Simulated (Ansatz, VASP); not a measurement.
# One calculation of Y, two programs

```
Y
1.0
     0.02485    2.49742    2.49742
     2.49742    0.02485    2.49742
     2.49742    2.49742    0.02485
Y
1
Cartesian
  0.0000 0.0000 0.0000
```

Change from the starting cell: equal xy, yz and zx shear strains of +1 %.

Alike in both runs: task single point; functional LDA; k mesh 13 × 13 × 13; occupations fermi-dirac, width 0.05 eV; no spin polarisation.

|  | VASP | Ansatz |
| --- | --- | --- |
| version | VASP 6.6.1 | Ansatz 0.2.0 |
| potentials or method | VASP PAW LDA potentials, release 64 (Y_sv), cutoff 520 eV | all-electron LAPW, scalar-relativistic |

```csv
,VASP,Ansatz,Ansatz less VASP
pressure (GPa),-1.9,-1.7,+0.18
"traceless stress, the component that is largest in VASP (GPa)",-0.34,-0.34,-0.001
```

LDA's correlation is that of Perdew and Zunger in VASP and of Perdew and Wang (1992) in Ansatz. Ansatz ran all-electron here, and VASP with PAW potentials.
